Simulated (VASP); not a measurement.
# Re in VASP: a series of runs

Re is run at these levels: PBE; tasks: single point.

Program: VASP 6.6.1. These are calculated values, not measurements. Logs are shortened: lines on timing, memory, paths and dates and some standing lists are left out, and cuts for length are marked.

### 1 The cell of the first run

It takes space group Fmmm (No. 69, orthorhombic). The conventional cell has a = 3.592 Å, b = 3.915 Å, c = 4.238 Å, α = 90.00°, β = 90.00°, γ = 90.00°. Within 3.5 Å of Re (site symmetry mmm) lie 12 Re at 2.66 to 2.89 Å.

### 2 Single point, PBE (normal strain along x -0.0825, normal strain along z +0.0825)

The input, INCAR:

```
PREC     = Accurate       # precision mode
ENCUT    = 520            # plane-wave cutoff, eV
EDIFF    = 1E-6           # SCF threshold, eV
ISMEAR   = 0              # smearing method
SIGMA    = 0.15           # smearing width, eV
LREAL    = False          # projectors in reciprocal space
LASPH    = True           # aspherical terms in the spheres
NELM     = 60             # most SCF steps
ALGO     = Normal         # electronic algorithm
ISIF     = 2              # what is computed and relaxed
LWAVE    = False          # write WAVECAR
LCHARG   = False          # write CHGCAR
GGA      = PE             # functional
NBANDS   = 10             # bands
```

The input, KPOINTS:

```
regular mesh
0
Gamma
  10 10 10
```

The input, POSCAR:

```
Re
1.0
    0.0000000000      1.9577236186      2.1192358171
    1.7962114201      0.0000000000      2.1192358171
    1.7962114201      1.9577236186      0.0000000000
Re
1
Direct
    0.0000000000      0.0000000000      0.0000000000
```

Potentials or basis: VASP PAW PBE potentials, release 64 (Re).

Started as:

```
$ cat potpaw_PBE.64/Re/POTCAR > POTCAR
$ mpirun -np 1 vasp_std > vasp.out
```

OUTCAR:

```text
PREC = Accurate
   ENCUT = 520
   EDIFF = 1E-6
   ISMEAR = 0
   LREAL = False
   LASPH = True
   NELM = 60
   ISIF = 2
   GGA = PE

 ion  position               nearest neighbor table
   1  0.000  0.000  0.000-

  LATTYP: Found a face centered orthorhombic cell.
 ALAT       =     3.5924228402
 B/A-ratio  =     1.0899182561
 C/A-ratio  =     1.1798365122

  Lattice vectors:

 A1 = (   0.0000000000,   1.9577236186,   2.1192358171)
 A2 = (   1.7962114201,   0.0000000000,   2.1192358171)
 A3 = (   1.7962114201,   1.9577236186,   0.0000000000)

Analysis of symmetry for initial positions (statically):
=====================================================================
 Subroutine PRICEL returns:
 Original cell was already a primitive cell.

 Routine SETGRP: Setting up the symmetry group for a
 face centered orthorhombic supercell.

 Subroutine GETGRP returns: Found  8 space group operations
 (whereof  8 operations were pure point group operations)
 out of a pool of  8 trial point group operations.

The static configuration has the point symmetry D_2h.

Analysis of symmetry for dynamics (positions and initial velocities):
=====================================================================
 Subroutine PRICEL returns:
 Original cell was already a primitive cell.

 Routine SETGRP: Setting up the symmetry group for a
 face centered orthorhombic supercell.

 Subroutine GETGRP returns: Found  8 space group operations
 (whereof  8 operations were pure point group operations)
 out of a pool of  8 trial point group operations.

The dynamic configuration has the point symmetry D_2h.

 Subroutine INISYM returns: Found  8 space group operations
 (whereof  8 operations are pure point group operations),
 and found     1 'primitive' translations

----------------------------------------------------------------------------------------

                                     Primitive cell

  volume of cell :      14.9045

  direct lattice vectors                    reciprocal lattice vectors
     0.000000000  1.957723619  2.119235817    -0.278363668  0.255398666  0.235934102
     1.796211420  0.000000000  2.119235817     0.278363668 -0.255398666  0.235934102
     1.796211420  1.957723619  0.000000000     0.278363668  0.255398666 -0.235934102

  length of vectors
     2.885106968  2.778045341  2.656888638     0.445398373  0.445398373  0.445398373

  position of ions in fractional coordinates (direct lattice)
     0.000000000  0.000000000  0.000000000

  ion indices of the primitive-cell ions
   primitive index   ion index
                 1           1

----------------------------------------------------------------------------------------

 KPOINTS: regular mesh

Automatic generation of k-mesh.
 Grid dimensions read from file:
 generate k-points for:   10   10   10

 Generating k-lattice:

  Cartesian coordinates                     Fractional coordinates (reciprocal lattice)
    -0.027836367  0.025539867  0.023593410     0.100000000  0.000000000  0.000000000
     0.027836367 -0.025539867  0.023593410     0.000000000  0.100000000  0.000000000
     0.027836367  0.025539867 -0.023593410     0.000000000  0.000000000  0.100000000

  Length of vectors
     0.044539837  0.044539837  0.044539837

  Shift w.r.t. Gamma in fractional coordinates (k-lattice)
     0.000000000  0.000000000  0.000000000

 Subroutine IBZKPT returns following result:
 ===========================================

 Found    171 irreducible k-points:

 Following reciprocal coordinates:
            Coordinates               Weight
  0.000000  0.000000  0.000000      1.000000
  0.100000  0.000000  0.000000      8.000000
  0.200000  0.000000  0.000000      8.000000
  0.300000 -0.000000 -0.000000      8.000000
  0.400000 -0.000000  0.000000      8.000000
  0.500000 -0.000000  0.000000      4.000000
[... 16 lines left out ...]
  0.300000  0.300000  0.000000      2.000000
  0.400000  0.300000  0.000000      8.000000
 [... further k-points ...]
   k-points           NKPTS =    171   k-points in BZ     NKDIM =    171   number of bands    NBANDS=     10
   number of dos      NEDOS =    301   number of ions     NIONS =      1
   total plane-waves  NPLWV =  11520
   dimension x,y,z NGX =    24 NGY =   24 NGZ =   20
   dimension x,y,z NGXF=    48 NGYF=   48 NGZF=   40
   ions per type =               1
   NGX,Y,Z   is equivalent  to a cutoff of  13.83, 14.36, 12.51 a.u.
   NGXF,Y,Z  is equivalent  to a cutoff of  27.66, 28.72, 25.03 a.u.
 SYSTEM =  unknown system
   PREC   = accura    normal or accurate (medium, high low for compatibility)
   ISTART =      0    job   : 0-new  1-cont  2-samecut
   ICHARG =      2    charge: 1-file 2-atom 10-const
   ISPIN  =      1    spin polarized calculation?
   LNONCOLLINEAR =      F non collinear calculations
   LSORBIT =      F    spin-orbit coupling
   LASPH  =      T    aspherical Exc in radial PAW
   ENCUT  =  520.0 eV  38.22 Ry    6.18 a.u.   5.36  5.17  4.94*2*pi/ulx,y,z
   NELM   =     60;   NELMIN=  2; NELMDL= -5     # of ELM steps
   EDIFF  = 0.1E-05   stopping-criterion for ELM
   LREAL  =      F    real-space projection
   EDIFFG = 0.1E-04   stopping-criterion for IOM
   NSW    =      0    number of steps for IOM
   IBRION =     -1    ionic relax: 0-MD 1-quasi-New 2-CG
   NFREE  =      0    steps in history (QN), initial steepest desc. (CG)
   ISIF   =      2    stress and relaxation
   ISYM   =      2    0-nonsym 1-usesym 2-fastsym
   POTIM  = 0.5000    time-step for ionic-motion
   TEBEG  =    0.0;   TEEND  =   0.0 temperature during run
   PSTRESS=    0.0 pullay stress
   NELECT =       7.0000    total number of electrons
   NUPDOWN=      -1.0000    fix difference up-down
   EMIN   =  10.00;   EMAX   =-10.00  energy-range for DOS
   EFERMI =   0.00;   METHOD = LEGACY
   ISMEAR =     0;   SIGMA  =   0.15  broadening in eV -4-tet -1-fermi 0-gaus
   EFERMI_NEDOS =   21; number of points for ismear=-14 and -15
   IALGO  =     38    algorithm
   IMIX   =      4    mixing-type and parameters
     AMIX     =   0.40;   BMIX     =  1.00
     AMIX_MAG =   1.60;   BMIX_MAG =  1.00
  volume/ion in A,a.u.               =      14.90       100.58
  Fermi-wavevector in a.u.,A,eV,Ry     =   1.272530  2.404734 22.032369  1.619333
  Thomas-Fermi vector in A             =   2.405404
   LORBIT       =      0    0 simple, 1 ext, 2 COOP (PROOUT), +10 PAW based schemes
   GGA     = PE    functional components
   LHFCALC =     F    Hartree Fock is set to
   AEXX    =    0.0000 exact exchange contribution
   IVDW    =     0    specifies the selected vdW correction
   LEPSILON=     F    determine dielectric tensor
   LRPA    =     F    only Hartree local field effects (RPA)
 non-spin polarized calculation
 Gauss-broadening in eV      SIGMA  =   0.15
  energy-cutoff  :      520.00
  volume of cell :       14.90
 maximum number of plane-waves:       422
 NGX is ok and might be reduce to    24
   NGX = 11   NGY = 11   NGZ =  9

 number of electron       7.0000000 magnetization

 Free energy of the ion-electron system (eV)
  ---------------------------------------------------
  ext. energy  EPLUGINS =         0.00000000
  ---------------------------------------------------
  free energy    TOTEN  =       -12.21825126 eV

  energy without entropy =      -12.20946450  energy(sigma->0) =      -12.21385788

 E-fermi :   8.1050     XC(G=0): -13.6558

 val. band max:        8.0648630938   @ k =  -0.4000   0.1000   0.5000
 cond. band min:       8.1477796746   @ k =  -0.3000   0.2000   0.5000
 fundamental gap:      0.0829165809
 Fermi energy:         8.1049865725

 k-point     1 :       0.0000    0.0000    0.0000
  band No.  band energies     occupation
      1      -2.0405      2.00000
      2       5.0646      2.00000
      3       6.3652      2.00000
      4       7.4048      2.00000
      5       7.6985      1.99987
      6      10.3776      0.00000
      7      22.2624      0.00000
      8      25.0215      0.00000
      9      27.2973      0.00000
     10      30.7749      0.00000

 k-point     2 :       0.1000    0.0000    0.0000
  band No.  band energies     occupation
      1      -1.5856      2.00000
      2       5.1770      2.00000
      3       6.3112      2.00000
      4       7.3653      2.00000
      5       7.7302      1.99959
      6      10.1215      0.00000
      7      23.0873      0.00000
      8      25.2142      0.00000
      9      27.1339      0.00000
     10      29.9819      0.00000

 k-point     3 :       0.2000    0.0000    0.0000
  band No.  band energies     occupation
      1      -0.4048      2.00000
      2       5.2588      2.00000
      3       5.8812      2.00000
      4       7.5823      2.00000
      5       8.3253      0.03782
      6       9.7230      0.00000
      7      23.2529      0.00000
      8      25.1964      0.00000
      9      28.6481      0.00000
     10      31.7435      0.00000

 k-point     4 :       0.3000   -0.0000   -0.0000
  band No.  band energies     occupation
      1       0.7989      2.00000
      2       5.3795      2.00000
      3       5.6331      2.00000
      4       7.5751      2.00000
      5       9.7612      0.00000
      6      10.0093      0.00000
      7      21.2217      0.00000
      8      24.4890      0.00000
      9      31.1605      0.00000
     10      32.3852      0.00000
[... 222 lines left out ...]
 k-point    22 :      -0.2000    0.2000    0.0000
  band No.  band energies     occupation
      1       1.8996      2.00000
      2       4.2836      2.00000
      3       5.4954      2.00000
      4       8.2384      0.20861
      5       8.6985      0.00000
      6      12.0326      0.00000
      7      21.2883      0.00000
      8      25.3841      0.00000
      9      27.5665      0.00000
     10      27.9394      0.00000

 k-point    23 :       0.3000    0.3000    0.0000
  band No.  band energies     occupation
      1       1.1168      2.00000
      2       3.1192      2.00000
      3       5.9948      2.00000
      4       9.7105      0.00000
      5       9.7858      0.00000
      6      11.1671      0.00000
      7      24.8064      0.00000
      8      24.8632      0.00000
      9      26.9743      0.00000
     10      29.2859      0.00000

 k-point    24 :       0.4000    0.3000    0.0000
  band No.  band energies     occupation
      1       1.6217      2.00000
      2       3.0234      2.00000
      3       6.1462      2.00000
      4      10.0596      0.00000
      5      11.1991      0.00000
      6      11.5999      0.00000
      7      21.8591      0.00000
      8      23.7652      0.00000
      9      25.0049      0.00000
     10      30.4642      0.00000

 [... further k-points ...]
[... 5 lines left out ...]
  --------------------------------------------------------------------------------------
  -------------------------------------------------------------------------------------
  Total        1.7596748      0.8727112     -1.4496592      0.0000000      0.0000000      0.0000000
  in kB      189.1580684     93.8130011   -155.8326224      0.0000000      0.0000000      0.0000000
  external PRESSURE =      42.3794823 kB  Pullay stress =       0.0000000 kB

 VOLUME and BASIS-vectors are now :
 -----------------------------------------------------------------------------
  energy-cutoff  :      520.00
  volume of cell :       14.90
      direct lattice vectors                 reciprocal lattice vectors
     0.000000000  1.957723619  2.119235817    -0.278363668  0.255398666  0.235934102
     1.796211420  0.000000000  2.119235817     0.278363668 -0.255398666  0.235934102
     1.796211420  1.957723619  0.000000000     0.278363668  0.255398666 -0.235934102

 POSITION                                       TOTAL-FORCE (eV/Angst)
 -----------------------------------------------------------------------------------
      0.00000      0.00000      0.00000         0.000000     -0.000000      0.000000
 -----------------------------------------------------------------------------------
    total drift:                                0.000000      0.000000     -0.000000

  FREE ENERGIE OF THE ION-ELECTRON SYSTEM (eV)
  ---------------------------------------------------
  free  energy   TOTEN  =       -12.2182512596 eV

  energy  without entropy=      -12.2094644971  energy(sigma->0) =      -12.21385788
```

Wall time 13 s (1 thread of Intel Xeon Platinum 8488C (Sapphire Rapids), shared host); peak memory 0.15 GiB.

Results:

| Property | Result |
| --- | --- |
| Free energy | -12.2183 eV |
| Pressure | 4.2 GPa |

Stress tensor (GPa, compression positive):
```
 18.92   0.00   0.00
  0.00   9.38   0.00
  0.00   0.00 -15.58
```

Caveat: the cell differs from its parent crystal (normal strain along x -0.0825, normal strain along z +0.0825); spin-orbit coupling is left out, which moves the levels of the heavy elements.

### 3 Single point, PBE (normal strain along x -0.1100, normal strain along z -0.1100)

The input, INCAR:

```
SYSTEM = Re
PREC     = Accurate       ! precision mode
ENCUT    = 520            ! plane-wave cutoff, eV
EDIFF    = 1E-6           ! SCF threshold, eV
ISMEAR   = 0              ! smearing method
SIGMA    = 0.15           ! smearing width, eV
LREAL    = .False.        ! projectors in reciprocal space
LASPH    = .True.         ! aspherical terms in the spheres
NELM     = 80             ! most SCF steps
ALGO     = Fast           ! electronic algorithm
ISIF     = 2              ! what is computed and relaxed
LWAVE    = .False.        ! write WAVECAR
LCHARG   = .False.        ! write CHGCAR
GGA      = PE             ! functional
NBANDS   = 10             ! bands
```

The input, KPOINTS:

```
regular mesh
0
Gamma
  10 10 10
  0 0 0
```

The input, POSCAR:

```
Re
1.0
    0.0000000000      1.9577236186      1.7423740206
    1.7423740206      0.0000000000      1.7423740206
    1.7423740206      1.9577236186      0.0000000000
Re
1
Direct
    0.0000000000      0.0000000000      0.0000000000
```

Potentials or basis: VASP PAW PBE potentials, release 64 (Re).

Started as:

```
$ cat potpaw_PBE.64/Re/POTCAR > POTCAR
$ mpirun -np 1 vasp_std > vasp.out
```

Wall time 11 s (1 thread of AMD EPYC 7R43 (Zen 3), shared host); peak memory 0.1 GiB.

Results (log left out):

* Free energy: -11.0799 eV
* Pressure: 145.6 GPa

Stress tensor (GPa, compression positive):
```
164.71   0.00   0.00
  0.00 107.27   0.00
  0.00   0.00 164.71
```

Levels at points of the mesh, in eV from the Fermi level:
| k point | band 1 | band 2 | band 3 | band 4 | band 5 | band 6 | band 7 | band 8 |
| --- | --- | --- | --- | --- | --- | --- | --- | --- |
| (0.00, 0.00, 0.00) | -11.71 | -4.12 | -1.83 | -1.83 | -0.24 | 3.23 | 14.18 | 17.76 |
| (0.50, 0.00, 0.00) | -8.73 | -4.08 | -1.86 | 0.83 | 4.58 | 5.69 | 13.38 | 13.75 |
| (0.50, 0.50, 0.00) | -9.17 | -8.04 | 4.64 | 4.73 | 5.05 | 7.65 | 12.17 | 15.20 |
| (0.50, 0.00, 0.50) | -9.04 | -7.90 | 2.23 | 5.48 | 6.11 | 6.11 | 15.13 | 15.64 |

Caveat: the cell differs from its parent crystal (normal strain along x -0.1100, normal strain along z -0.1100); spin-orbit coupling is left out, which moves the levels of the heavy elements.
